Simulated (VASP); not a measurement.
Write the native input for VASP 6.6.1 that does the following.

```yaml
Task: single point
Functional: PBE
Potentials_or_basis: VASP PAW PBE potentials, release 64 (Zr_sv, Hf_pv, Se)
Cutoff: 520 eV
k_mesh: 4 × 4 × 4
Occupations: gaussian, width 0.1 eV
Spin: no spin polarisation
Dipole_correction: no
Further_INCAR_settings: ALGO = Normal; EDIFF = 1e-06; NBANDS = 32
```

The structure of HfZrSe4 lies in POSCAR:

```
HfZrSe4
1.0
    0.0000000000      4.1340013800      4.1340013800
    4.1340013800      0.0000000000      4.1340013800
    4.1340013800      4.1340013800      0.0000000000
Zr Hf Se
1 1 4
Direct
    0.0000000000      0.0000000000      0.0000000000
    0.2500000000      0.2500000000      0.2500000000
    0.1240070500      0.6253309800      0.6253309800
    0.6253309800      0.1240070500      0.6253309800
    0.6253309800      0.6253309800      0.1240070500
    0.6253309800      0.6253309800      0.6253309800
```

These files were run (other wordings do the same):

INCAR

```
PREC = Accurate
ENCUT = 520
EDIFF = 1E-6
ISMEAR = 0
SIGMA = 0.1
LREAL = False
LASPH = True
NELM = 60
ALGO = Normal
ISIF = 2
LWAVE = False
LCHARG = True
GGA = PE
LELF = True
LVHAR = True
NBANDS = 32
```

KPOINTS

```
Automatic mesh
0
Gamma
  4 4 4
```

Potentials or basis: VASP PAW PBE potentials, release 64 (Zr_sv, Hf_pv, Se).

Launch:

```sh
$ cat potpaw_PBE.64/Zr_sv/POTCAR potpaw_PBE.64/Hf_pv/POTCAR potpaw_PBE.64/Se/POTCAR > POTCAR
$ mpirun -np 1 vasp_std > vasp.out
```

It gave:

| Property | Result |
| --- | --- |
| Pressure | -7.1 GPa |
| Largest force | 0.137 eV/Å |
| Band gap on the k mesh | zero (band 23 reaches 6.40 eV, above the bottom of band 24 at 5.70 eV) |

Caveat: spin-orbit coupling is left out, which moves the levels of the heavy elements.

Run time: 100 s on 1 thread of AMD EPYC 7R43 64-Core Processor (Zen 3), on a shared host, peak memory 0.29 GiB.
